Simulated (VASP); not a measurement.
Runs of VASP 6.6.1 on Zn. The structure is that of space group Fm-3m (No. 225), or close to it. The cells are those of the table. 

```tsv
cell	gap on the mesh (eV)	pressure (GPa)
a = 2.815 Å, angles 60.0°, 1 atom	none	(b)
a = 2.886 Å, angles 60.0°, 1 atom	none	(a)
a = 2.779 Å, angles 60.0°, 1 atom	none	-4.4
a = 2.741 Å, angles 60.0°, 1 atom	none	-1.7
a = 2.851 Å, angles 60.0°, 1 atom	none	-8.3
```

Alike in all rows: task single point; level r2SCAN; potentials or basis VASP PAW PBE potentials, release 64 (Zn); no spin polarisation; k mesh 10 × 10 × 10; cutoff (eV) 520; smearing methfessel-paxton 0.1 eV.

**Question.** Fill in the values left out.

**Answer.** (a) -9.3; (b) -6.6.

Caveats: the PAW data sets were made with another functional, which shifts forces and pressure a little.

A gap of «none» marks levels without a gap at the run's occupations.
